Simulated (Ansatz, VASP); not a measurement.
CdS: VASP beside Ansatz

```
CELL_PARAMETERS angstrom
0.00000 3.10587 3.10587
3.10587 0.00000 3.10587
3.10587 3.10587 0.00000
ATOMIC_POSITIONS crystal
Cd 0.00000 0.00000 0.00000
S 0.25000 0.25000 0.25000
```

Change from the starting cell: hydrostatic strain +5.7%.

Alike in both runs: task single point; functional PBE; k mesh 8 × 8 × 8; occupations fermi-dirac, width 0.02 eV; no spin polarisation.

|  | VASP | Ansatz |
| --- | --- | --- |
| version | VASP 6.6.1 | Ansatz 0.2.0 |
| potentials or method | VASP PAW PBE potentials, release 64 (Cd, S) | plane waves, PAW |
| plane-wave cutoff (eV) | 520 | 420 |
| valence electrons in the cell | 18 | 26 |

```csv
,VASP,Ansatz,Ansatz less VASP
pressure (GPa),-5.3,-5.4,-0.15
```

VASP's potentials hold 18 valence electrons a cell and Ansatz's 26, so a difference there can come from the potentials and not from the codes.
